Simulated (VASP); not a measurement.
# Li (Fd-3m) in VASP: further runs

Li is run at these levels: r2SCAN; tasks: single point.

Program: VASP 6.6.1. These are calculated values, not measurements. Logs are shortened: lines on timing, memory, paths and dates and some standing lists are left out, and cuts for length are marked.

## Step 1: The cell of the first run

It takes space group Fd-3m (No. 227, cubic). The conventional cell has a = 5.938 Å, b = 5.938 Å, c = 5.938 Å, α = 90.00°, β = 90.00°, γ = 90.00°. Within 3.4 Å of Li (site symmetry -43m) lie 4 Li at 2.57 Å.

## Step 2: Single point, r2SCAN

POSCAR

```
Li
1.0
    0.0000000000      2.9689105092      2.9689105092
    2.9689105092      0.0000000000      2.9689105092
    2.9689105092      2.9689105092      0.0000000000
Li
2
Direct
    0.1250000000      0.1250000000      0.1250000000
    0.8750000000      0.8750000000      0.8750000000
```

INCAR.step1

```
PREC = Accurate
ENCUT = 520
ISMEAR = -1
SIGMA = 0.1
LREAL = False
LASPH = True
NELM = 80
NBANDS = 10
GGA = PE
ALGO = Normal
EDIFF = 1E-4
LWAVE = True
LCHARG = False
```

INCAR.step2

```
PREC = Accurate
ENCUT = 520
EDIFF = 1E-6
ISMEAR = -1
SIGMA = 0.1
LREAL = False
LASPH = True
NELM = 80
ALGO = Normal
ISIF = 2
LWAVE = False
LCHARG = False
METAGGA = R2SCAN
LMIXTAU = True
NBANDS = 10
ISTART = 1
```

KPOINTS

```
Automatic mesh
0
Gamma
  9 9 9
```

Potentials or basis: VASP PAW PBE potentials, release 64 (Li_sv).

Run with:

```bash
$ cat potpaw_PBE.64/Li_sv/POTCAR > POTCAR
$ cp INCAR.step1 INCAR
$ mpirun -np 1 vasp_std > vasp.out
$ cp INCAR.step2 INCAR
$ mpirun -np 1 vasp_std > vasp.out
```

OUTCAR:

```text
PREC = Accurate
   ENCUT = 520
   EDIFF = 1E-6
   ISMEAR = -1
   LREAL = False
   LASPH = True
   NELM = 80
   ISIF = 2
   METAGGA = R2SCAN
   ISTART = 1

 ion  position               nearest neighbor table
   1  0.125  0.125  0.125-   2 2.57   2 2.57   2 2.57   2 2.57
   2  0.875  0.875  0.875-   1 2.57   1 2.57   1 2.57   1 2.57

  LATTYP: Found a face centered cubic cell.
 ALAT       =     5.9378210184

  Lattice vectors:

 A1 = (   0.0000000000,   2.9689105092,   2.9689105092)
 A2 = (   2.9689105092,   0.0000000000,   2.9689105092)
 A3 = (   2.9689105092,   2.9689105092,   0.0000000000)

Analysis of symmetry for initial positions (statically):
=====================================================================
 Subroutine PRICEL returns:
 Original cell was already a primitive cell.

 Routine SETGRP: Setting up the symmetry group for a
 face centered cubic supercell.

 Subroutine GETGRP returns: Found 48 space group operations
 (whereof 12 operations were pure point group operations)
 out of a pool of 48 trial point group operations.

The static configuration has the point symmetry D_3d.
 The point group associated with its full space group is O_h .

Analysis of symmetry for dynamics (positions and initial velocities):
=====================================================================
 Subroutine PRICEL returns:
 Original cell was already a primitive cell.

 Routine SETGRP: Setting up the symmetry group for a
 face centered cubic supercell.

 Subroutine GETGRP returns: Found 48 space group operations
 (whereof 12 operations were pure point group operations)
 out of a pool of 48 trial point group operations.

The dynamic configuration has the point symmetry D_3d.
 The point group associated with its full space group is O_h .

 Subroutine INISYM returns: Found 48 space group operations
 (whereof 12 operations are pure point group operations),
 and found     1 'primitive' translations

----------------------------------------------------------------------------------------

                                     Primitive cell

  volume of cell :      52.3385

  direct lattice vectors                    reciprocal lattice vectors
     0.000000000  2.968910509  2.968910509    -0.168411947  0.168411947  0.168411947
     2.968910509  0.000000000  2.968910509     0.168411947 -0.168411947  0.168411947
     2.968910509  2.968910509  0.000000000     0.168411947  0.168411947 -0.168411947

  length of vectors
     4.198673508  4.198673508  4.198673508     0.291698049  0.291698049  0.291698049

  position of ions in fractional coordinates (direct lattice)
     0.125000000  0.125000000  0.125000000
     0.875000000  0.875000000  0.875000000

  ion indices of the primitive-cell ions
   primitive index   ion index
                 1           1
                 2           2

----------------------------------------------------------------------------------------

 KPOINTS: Automatic mesh

Automatic generation of k-mesh.
 Grid dimensions read from file:
 generate k-points for:    9    9    9

 Generating k-lattice:

  Cartesian coordinates                     Fractional coordinates (reciprocal lattice)
    -0.018712439  0.018712439  0.018712439     0.111111111  0.000000000  0.000000000
     0.018712439 -0.018712439  0.018712439     0.000000000  0.111111111  0.000000000
     0.018712439  0.018712439 -0.018712439     0.000000000  0.000000000  0.111111111

  Length of vectors
     0.032410894  0.032410894  0.032410894

  Shift w.r.t. Gamma in fractional coordinates (k-lattice)
     0.000000000  0.000000000  0.000000000

 Subroutine IBZKPT returns following result:
 ===========================================

 Found     35 irreducible k-points:

 Following reciprocal coordinates:
            Coordinates               Weight
  0.000000  0.000000  0.000000      1.000000
  0.111111  0.000000  0.000000      8.000000
  0.222222  0.000000  0.000000      8.000000
  0.333333  0.000000  0.000000      8.000000
  0.444444  0.000000  0.000000      8.000000
  0.111111  0.111111  0.000000      6.000000
[... 16 lines left out ...]
 -0.333333  0.333333  0.000000     12.000000
  0.444444  0.444444  0.000000      6.000000
 [... further k-points ...]
   k-points           NKPTS =     35   k-points in BZ     NKDIM =     35   number of bands    NBANDS=     10
   number of dos      NEDOS =    301   number of ions     NIONS =      2
   total plane-waves  NPLWV =  32768
   dimension x,y,z NGX =    32 NGY =   32 NGZ =   32
   dimension x,y,z NGXF=    64 NGYF=   64 NGZF=   64
   ions per type =               2
   NGX,Y,Z   is equivalent  to a cutoff of  12.67, 12.67, 12.67 a.u.
   NGXF,Y,Z  is equivalent  to a cutoff of  25.34, 25.34, 25.34 a.u.
 SYSTEM =  unknown system
   PREC   = accura    normal or accurate (medium, high low for compatibility)
   ISTART =      1    job   : 0-new  1-cont  2-samecut
   ICHARG =      0    charge: 1-file 2-atom 10-const
   ISPIN  =      1    spin polarized calculation?
   LNONCOLLINEAR =      F non collinear calculations
   LSORBIT =      F    spin-orbit coupling
   LASPH  =      T    aspherical Exc in radial PAW
   ENCUT  =  520.0 eV  38.22 Ry    6.18 a.u.   7.81  7.81  7.81*2*pi/ulx,y,z
   NELM   =     80;   NELMIN=  2; NELMDL=  0     # of ELM steps
   EDIFF  = 0.1E-05   stopping-criterion for ELM
   LREAL  =      F    real-space projection
   EDIFFG = 0.1E-04   stopping-criterion for IOM
   NSW    =      0    number of steps for IOM
   IBRION =     -1    ionic relax: 0-MD 1-quasi-New 2-CG
   NFREE  =      0    steps in history (QN), initial steepest desc. (CG)
   ISIF   =      2    stress and relaxation
   ISYM   =      2    0-nonsym 1-usesym 2-fastsym
   POTIM  = 0.5000    time-step for ionic-motion
   TEBEG  =    0.0;   TEEND  =   0.0 temperature during run
   PSTRESS=    0.0 pullay stress
   NELECT =       6.0000    total number of electrons
   NUPDOWN=      -1.0000    fix difference up-down
   EMIN   =  10.00;   EMAX   =-10.00  energy-range for DOS
   EFERMI =   0.00;   METHOD = LEGACY
   ISMEAR =    -1;   SIGMA  =   0.10  broadening in eV -4-tet -1-fermi 0-gaus
   EFERMI_NEDOS =   21; number of points for ismear=-14 and -15
   IALGO  =     38    algorithm
   IMIX   =      4    mixing-type and parameters
     AMIX     =   0.40;   BMIX     =  1.00
     AMIX_MAG =   1.60;   BMIX_MAG =  1.00
  volume/ion in A,a.u.               =      26.17       176.60
  Fermi-wavevector in a.u.,A,eV,Ry     =   0.795276  1.502855  8.605205  0.632465
  Thomas-Fermi vector in A             =   1.901573
   LORBIT       =      0    0 simple, 1 ext, 2 COOP (PROOUT), +10 PAW based schemes
   METAGGA = R2SCAN    functional components
   LHFCALC =     F    Hartree Fock is set to
   AEXX    =    0.0000 exact exchange contribution
   IVDW    =     0    specifies the selected vdW correction
   LEPSILON=     F    determine dielectric tensor
   LRPA    =     F    only Hartree local field effects (RPA)
 non-spin polarized calculation
  energy-cutoff  :      520.00
  volume of cell :       52.34
 maximum number of plane-waves:      1420
   NGX = 15   NGY = 15   NGZ = 15

 number of electron       6.0000022 magnetization

 Free energy of the ion-electron system (eV)
  ---------------------------------------------------
  ext. energy  EPLUGINS =         0.00000000
  ---------------------------------------------------
  free energy    TOTEN  =        -3.72418534 eV

  energy without entropy =       -3.70187708  energy(sigma->0) =       -3.71303121

 E-fermi :   0.2385     XC(G=0):  -6.8032

 val. band max:        0.2250136992   @ k =   0.4444   0.0000   0.0000
 cond. band min:       0.3369385763   @ k =  -0.4444   0.2222   0.0000
 fundamental gap:      0.1119248770
 Fermi energy:         0.2384965595

 k-point     1 :       0.0000    0.0000    0.0000
  band No.  band energies     occupation
      1     -49.3463      2.00000
      2     -49.2754      2.00000
      3      -3.4135      2.00000
      4       6.3386      0.00000
      5       6.3386      0.00000
      6       6.3397      0.00000
      7       7.4042      0.00000
      8       7.4042      0.00000
      9       7.4048      0.00000
     10      12.3585      0.00000

 k-point     2 :       0.1111    0.0000    0.0000
  band No.  band energies     occupation
      1     -49.3446      2.00000
      2     -49.2770      2.00000
      3      -3.2789      2.00000
      4       4.9795      0.00000
      5       5.9020      0.00000
      6       5.9029      0.00000
      7       7.9612      0.00000
      8       7.9619      0.00000
      9       8.5208      0.00000
     10      11.3619      0.00000

 k-point     3 :       0.2222    0.0000    0.0000
  band No.  band energies     occupation
      1     -49.3401      2.00000
      2     -49.2813      2.00000
      3      -2.8774      2.00000
      4       3.2067      0.00000
      5       5.3740      0.00000
      6       5.3749      0.00000
      7       8.4049      0.00000
      8       8.4054      0.00000
      9       9.6004      0.00000
     10      10.4610      0.00000

 k-point     4 :       0.3333    0.0000    0.0000
  band No.  band energies     occupation
      1     -49.3340      2.00000
      2     -49.2873      2.00000
      3      -2.2208      2.00000
      4       1.5647      0.00000
      5       5.0364      0.00000
      6       5.0373      0.00000
      7       8.0475      0.00000
      8       8.0478      0.00000
      9       9.8747      0.00000
     10      10.2795      0.00000
[... 222 lines left out ...]
 k-point    22 :      -0.4444    0.3333    0.0000
  band No.  band energies     occupation
      1     -49.3174      2.00000
      2     -49.3037      2.00000
      3      -0.2070      1.97702
      4       1.0178      0.00083
      5       1.6274      0.00000
      6       3.1214      0.00000
      7       6.4550      0.00000
      8       8.5876      0.00000
      9      12.0044      0.00000
     10      13.6964      0.00000

 k-point    23 :      -0.3333    0.3333    0.0000
  band No.  band energies     occupation
      1     -49.3194      2.00000
      2     -49.3017      2.00000
      3      -0.3057      1.99137
      4       1.0997      0.00036
      5       1.2798      0.00006
      6       3.5563      0.00000
      7       6.7085      0.00000
      8      10.2502      0.00000
      9      11.2734      0.00000
     10      12.1467      0.00000

 k-point    24 :       0.4444    0.4444    0.0000
  band No.  band energies     occupation
      1     -49.3166      2.00000
      2     -49.3043      2.00000
      3      -0.4814      1.99851
      4       1.1873      0.00015
      5       2.7230      0.00000
      6       2.7235      0.00000
      7       6.2257      0.00000
      8       6.3041      0.00000
      9      14.2875      0.00000
     10      14.2886      0.00000

 [... further k-points ...]

------------------------ aborting loop because EDIFF is reached ----------------------------------------

  FORCE on cell =-STRESS in cart. coord.  units (eV):
  Direction    XX          YY          ZZ          XY          YZ          ZX
  --------------------------------------------------------------------------------------
  -------------------------------------------------------------------------------------
  Total       -0.0937750     -0.0937750     -0.0937750      0.0000000      0.0000000      0.0000000
  in kB       -2.8706256     -2.8706256     -2.8706256      0.0000000      0.0000000      0.0000000
  external PRESSURE =      -2.8706256 kB  Pullay stress =       0.0000000 kB

 VOLUME and BASIS-vectors are now :
 -----------------------------------------------------------------------------
  energy-cutoff  :      520.00
  volume of cell :       52.34
      direct lattice vectors                 reciprocal lattice vectors
     0.000000000  2.968910509  2.968910509    -0.168411947  0.168411947  0.168411947
     2.968910509  0.000000000  2.968910509     0.168411947 -0.168411947  0.168411947
     2.968910509  2.968910509  0.000000000     0.168411947  0.168411947 -0.168411947

 POSITION                                       TOTAL-FORCE (eV/Angst)
 -----------------------------------------------------------------------------------
      0.74223      0.74223      0.74223        -0.000000     -0.000000     -0.000000
      5.19559      5.19559      5.19559         0.000000      0.000000      0.000000
 -----------------------------------------------------------------------------------
    total drift:                                0.000000      0.000000      0.000000

  FREE ENERGIE OF THE ION-ELECTRON SYSTEM (eV)
  ---------------------------------------------------
  free  energy   TOTEN  =        -3.7241853380 eV

  energy  without entropy=       -3.7018770787  energy(sigma->0) =       -3.71303121
```

Run time: 84 s. Hardware: 1 thread of Intel Xeon 6975P-C (Granite Rapids), shared host; peak memory 0.17 GiB.

What came out:

| Property | Result |
| --- | --- |
| Free energy | -3.7242 eV |
| Band gap on the k mesh | zero (band 3 reaches 0.48 eV, above the bottom of band 4 at 0.05 eV) |

Caveat: the cutoff is under 1.25 times the usual one of these potentials, so pressure, stress and relaxed cells hold a basis-set (Pulay) error; the PAW data sets were made with another functional, which shifts forces and pressure a little.

## Step 3: Single point, r2SCAN (volume scaled by 0.88)

POSCAR

```
Li
1.0
    0.0000000000      2.8450593536      2.8450593536
    2.8450593536      0.0000000000      2.8450593536
    2.8450593536      2.8450593536      0.0000000000
Li
2
Direct
    0.1250000000      0.1250000000      0.1250000000
    0.8750000000      0.8750000000      0.8750000000
```

INCAR.step1: that of step 2 with these lines changed.

```diff
@@ -6,3 +6,3 @@
 LASPH = True
-NELM = 80
+NELM = 60
 NBANDS = 10
```

INCAR.step2: that of step 2 with these lines changed.

```diff
@@ -7,3 +7,3 @@
 LASPH = True
-NELM = 80
+NELM = 60
 ALGO = Normal
```

KPOINTS

```
Automatic mesh
0
Gamma
  10 10 10
```

Potentials or basis: VASP PAW PBE potentials, release 64 (Li_sv).

Run with:

```bash
$ cat potpaw_PBE.64/Li_sv/POTCAR > POTCAR
$ cp INCAR.step1 INCAR
$ mpirun -np 1 vasp_std > vasp.out
$ cp INCAR.step2 INCAR
$ mpirun -np 1 vasp_std > vasp.out
```

Wall time 1.7 min (1 thread of Intel Xeon 6975P-C (Granite Rapids), shared host); peak memory 0.15 GiB.

Results (log left out):

* Free energy: -3.7145 eV
* Band gap on the k mesh: zero (band 3 reaches 1.06 eV, above the bottom of band 4 at 0.37 eV)

Levels at points of the mesh, in eV from the Fermi level:
| k point | band 1 | band 2 | band 3 | band 4 | band 5 | band 6 | band 7 | band 8 |
| --- | --- | --- | --- | --- | --- | --- | --- | --- |
| (0.00, 0.00, 0.00) | -49.49 | -49.39 | -3.90 | 6.61 | 6.61 | 6.61 | 7.68 | 7.68 |
| (0.50, 0.00, 0.00) | -49.47 | -49.41 | -1.58 | -0.24 | 4.99 | 4.99 | 7.90 | 7.90 |
| (0.50, 0.50, 0.00) | -49.44 | -49.44 | 0.06 | 0.06 | 2.58 | 2.58 | 6.52 | 6.53 |

Caveat: the cutoff is under 1.25 times the usual one of these potentials, so pressure, stress and relaxed cells hold a basis-set (Pulay) error; the PAW data sets were made with another functional, which shifts forces and pressure a little.
